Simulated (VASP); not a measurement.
A run of VASP 6.6.1 is set up as follows.

The input INCAR:

```
SYSTEM = LaO4
ALGO     = Normal         ! electronic algorithm
EDIFF    = 1E-6           ! SCF threshold, eV
ENCUT    = 520            ! plane-wave cutoff, eV
GGA      = PE             ! functional
ISIF     = 2              ! what is computed and relaxed
ISMEAR   = 0              ! smearing method
LASPH    = .TRUE.         ! aspherical terms in the spheres
LCHARG   = .TRUE.         ! write CHGCAR
LELF     = .TRUE.         ! ELF
LREAL    = .FALSE.        ! projectors in reciprocal space
LVHAR    = .TRUE.       
LWAVE    = .FALSE.        ! write WAVECAR
NBANDS   = 26             ! bands
NELM     = 80             ! most SCF steps
PREC     = Accurate       ! precision mode
SIGMA    = 0.1            ! smearing width, eV
```

KPOINTS

```
k-points
0
G
  4 4 4
  0 0 0
```

Contents of POSCAR:

```
LaO4
1.0
   -2.6776322200      2.6776322200      2.6776322200
    2.6776322200     -2.6776322200      2.6776322200
    2.6776322200      2.6776322200     -2.6776322200
La O
1 4
Direct
    0.0000000000      0.0000000000      0.0000000000
    0.0000000000      0.6305807800      0.0000000000
    0.3694192200      0.3694192200      0.3694192200
    0.0000000000      0.0000000000      0.6305807800
    0.6305807800      0.0000000000      0.0000000000
```

Potentials or basis: VASP PAW PBE potentials, release 64 (La, O).

Command:

```sh
$ cat potpaw_PBE.64/La/POTCAR potpaw_PBE.64/O/POTCAR > POTCAR
$ mpirun -np 1 vasp_std > vasp.out
```

Problem. Estimate the pressure.

Solution. 30.1 GPa.

Problem. Predict the largest force.

Solution. 5.565 eV/Å.

Forces on the atoms (eV/Å):
```
La   0.000  0.000  0.000
O   -3.213  3.213 -3.213
O    3.213  3.213  3.213
O   -3.213 -3.213  3.213
O    3.213 -3.213 -3.213
```

Caveat: the k points lie up to 0.41 Å⁻¹ apart; an odd number of electrons without spin polarisation forces a metal; a magnetic or distorted state may lie lower.
